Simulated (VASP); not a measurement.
Write the native input for VASP 6.6.1 that does the following.

| Quantity | Value |
| --- | --- |
| Task | single point |
| Functional | PBE |
| Potentials or basis | VASP PAW PBE potentials, release 64 (Pt, Se) |
| Cutoff | 520 eV |
| k mesh | 10 × 10 × 6 |
| Occupations | gaussian, width 0.1 eV |
| Spin | no spin polarisation |
| Dipole correction | no |
| Further INCAR settings | ALGO = Normal; EDIFF = 1e-06; NBANDS = 35 |

The structure of Pt2Se lies in POSCAR:

```
Pt2Se
1.0
    3.8111756609      0.0000000000      0.0000000000
    0.0000000000      3.8111756609      0.0000000000
    0.0000000000      0.0000000000      7.2570606520
Pt Se
4 2
Direct
    0.0000000000      0.0000000000      0.0000000000
    0.5000000000      0.5000000000      0.0000000000
    0.5000000000      0.0000000000      0.7144168966
    0.0000000000      0.5000000000      0.2855831034
    0.5000000000      0.0000000000      0.3674439951
    0.0000000000      0.5000000000      0.6325560049
```

These files were run (other wordings do the same):

INCAR

```
ALGO = Normal ; EDIFF = 1E-6
ENCUT = 520 ; GGA = PE
ISIF = 2 ; ISMEAR = 0
LASPH = T ; LCHARG = T
LELF = T ; LREAL = F
LVHAR = T ; LWAVE = F
NBANDS = 35 ; NELM = 80
PREC = Accurate ; SIGMA = 0.1
```

KPOINTS

```
k-points
0
Gamma
  10 10 6
```

Potentials or basis: VASP PAW PBE potentials, release 64 (Pt, Se).

Launch:

```sh
$ cat potpaw_PBE.64/Pt/POTCAR potpaw_PBE.64/Se/POTCAR > POTCAR
$ mpirun -np 1 vasp_std > vasp.out
```

Results of the run:

The pressure is -0.2 GPa, the largest force is 0.020 eV/Å and the band gap on the k mesh is zero (band 26 reaches 8.99 eV, above the bottom of band 27 at 8.04 eV).

Caveat: spin-orbit coupling is left out, which moves the levels of the heavy elements.

It took 2 min on 1 thread of Intel(R) Xeon(R) 6975P-C (Granite Rapids), with other jobs on the host, peak memory 0.37 GiB.
